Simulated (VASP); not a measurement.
Wanted: the native input for a VASP 6.6.1 run.

| Item | Value |
| --- | --- |
| Task | single point |
| Functional | PBE |
| Potentials or basis | VASP PAW PBE potentials, release 64 (La, B) |
| Cutoff | 520 eV |
| k mesh | 10 × 10 × 10 |
| Occupations | gaussian, width 0.05 eV |
| Spin | no spin polarisation |
| Dipole correction | no |
| Further INCAR settings | ALGO = Normal; EDIFF = 1e-07; NBANDS = 14 |

The structure of LaB lies in POSCAR:

```
LaB
1.0
    0.0000000000      2.8167500939      2.8167500939
    2.8167500939      0.0000000000      2.8167500939
    2.8167500939      2.8167500939      0.0000000000
La B
1 1
Direct
    0.5000000000      0.5000000000      0.5000000000
    0.0000000000      0.0000000000      0.0000000000
```

These files were run (other wordings do the same):

INCAR

```
SYSTEM = LaB
ALGO = Normal ; EDIFF = 1E-7
ENCUT = 520 ; GGA = PE
ISIF = 2 ; ISMEAR = 0
LASPH = .TRUE. ; LCHARG = .TRUE.
LELF = .TRUE. ; LREAL = .FALSE.
LVHAR = .TRUE. ; LWAVE = .FALSE.
NBANDS = 14 ; NELM = 80
PREC = Accurate ; SIGMA = 0.05
```

KPOINTS

```
k-points
0
G
  10 10 10
  0 0 0
```

Potentials or basis: VASP PAW PBE potentials, release 64 (La, B).

Launch:

```bash
$ cat potpaw_PBE.64/La/POTCAR potpaw_PBE.64/B/POTCAR > POTCAR
$ mpirun -np 1 vasp_std > vasp.out
```

It gave:

```json
{
 "Pressure": "1.2 GPa",
 "Band gap on the k mesh": "zero (bands 7 and 8 overlap by 1.98 eV)"
}
```

Caveat: spin-orbit coupling is left out, which moves the levels of the heavy elements.

It took 49 s on 1 thread of AMD EPYC 7R13 Processor (Zen 3), with other jobs on the host, peak memory 0.17 GiB.
